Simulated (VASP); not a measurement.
A run of VASP 6.6.1:

File INCAR:

```
SYSTEM = SiO2
  ALGO = Normal
  EDIFF = 1E-8
  ENCUT = 520
  GGA = PE
  ISIF = 2
  ISMEAR = -1
  LASPH = .TRUE.
  LCHARG = .FALSE.
  LEFG = .TRUE.
  LREAL = Auto
  LWAVE = .FALSE.
  NBANDS = 63
  NELM = 100
  PREC = Accurate
  SIGMA = 0.02
```

The input KPOINTS:

```
k-points
0
G
  4 4 4
  0 0 0
```

File POSCAR:

```
SiO2
1.0
   -4.4696193450      4.4696193450      4.4696193450
    4.4696193450     -4.4696193450      4.4696193450
    4.4696193450      4.4696193450     -4.4696193450
Si O
6 12
Direct
    0.5000000000      0.2500000000      0.7500000000
    0.5000000000      0.7500000000      0.2500000000
    0.2500000000      0.7500000000      0.5000000000
    0.7500000000      0.2500000000      0.5000000000
    0.2500000000      0.5000000000      0.7500000000
    0.7500000000      0.5000000000      0.2500000000
    0.3525239400      0.0000000000      0.6474760600
    0.6474760600      0.6474760600      0.2949521200
    0.3525239400      0.6474760600      0.0000000000
    0.3525239400      0.7050478800      0.3525239400
    0.6474760600      0.2949521200      0.6474760600
    0.0000000000      0.3525239400      0.6474760600
    0.7050478800      0.3525239400      0.3525239400
    0.6474760600      0.3525239400      0.0000000000
    0.0000000000      0.6474760600      0.3525239400
    0.2949521200      0.6474760600      0.6474760600
    0.3525239400      0.3525239400      0.7050478800
    0.6474760600      0.0000000000      0.3525239400
```

Potentials or basis: VASP PAW PBE potentials, release 64 (Si, O).

Launch:

```bash
$ cat potpaw_PBE.64/Si/POTCAR potpaw_PBE.64/O/POTCAR > POTCAR
$ mpirun -np 1 vasp_std > vasp.out
```

Hardware: 1 thread of AMD EPYC 9R45 96-Core Processor (Zen 5) (shared host).

Task: Estimate the wall time of this run.

Result: Wall time 3.1 min on 1 thread of AMD EPYC 9R45 96-Core Processor (Zen 5), with other jobs on the host, peak memory 0.47 GiB. Counts: scf iterations 18, k points 8.
